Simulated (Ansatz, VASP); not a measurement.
**GaN in VASP and in Ansatz**

The input INCAR:

```
SYSTEM = GaN
PREC     = Accurate       ! precision mode
ENCUT    = 520            ! plane-wave cutoff, eV
EDIFF    = 1E-7           ! SCF threshold, eV
ISMEAR   = 0              ! smearing method
SIGMA    = 0.05           ! smearing width, eV
LREAL    = .False.        ! projectors in reciprocal space
LASPH    = .True.         ! aspherical terms in the spheres
NELM     = 100            ! most SCF steps
ALGO     = Normal         ! electronic algorithm
ISIF     = 2              ! what is computed and relaxed
LWAVE    = .False.        ! write WAVECAR
LCHARG   = .False.        ! write CHGCAR
GGA      = PE             ! functional
NBANDS   = 16             ! bands
```

KPOINTS

```
Automatic mesh
0
Gamma
  12 12 12
  0 0 0
```

The input POSCAR:

```
GaN
1.0
    0.0000000000      2.3402577226      2.3402577226
    2.3402577226      0.0000000000      2.3402577226
    2.3402577226      2.3402577226      0.0000000000
Ga N
1 1
Direct
    0.0000000000      0.0000000000      0.0000000000
    0.7500000000      0.7500000000      0.7500000000
```

Input for Ansatz:

```yaml
crystal:
  lattice:
    - [0.0, 2.3402577226, 2.3402577226]
    - [2.3402577226, 0.0, 2.3402577226]
    - [2.3402577226, 2.3402577226, 0.0]
  atoms:
    - { symbol: Ga, position: [0.0, 0.0, 0.0] }
    - { symbol: "N", position: [0.75, 0.75, 0.75] }
basis:
  ecutwfc: 500
  fft_grid_basis: typed
kpoints:
  mp_grid: { grid: [12, 12, 12] }
hamiltonian:
  xc: pbe
  pseudopotentials: { kind: paw }
scf:
  occupations: { method: gaussian, width: 0.05 }
output:
  forces: true
  stress: true
  eigenvalues: true
  bader: true
  write_density: true
  volumetric_format: npy
  elf: true
```

Alike in both runs: task single point; functional PBE; k mesh 12 × 12 × 12; occupations gaussian, width 0.05 eV; no spin polarisation.

```csv
,VASP,Ansatz
version,VASP 6.6.1,Ansatz 0.2.0
potentials or method,"VASP PAW PBE potentials, release 64 (Ga_d, N), cutoff 520 eV","scalar-relativistic, plane waves, PAW"
valence electrons in the cell,18,18
```

VASP gave:

```
gap on the k mesh at the Fermi level (eV) : 1.00
pressure (GPa)                            : -12.0
```

Q: What did Ansatz give for the same quantities?

A: gap on the k mesh at the Fermi level (eV): 1.00; pressure (GPa): -12.2.

With one functional, cell and mesh, what is left measures potentials, basis and numerics.
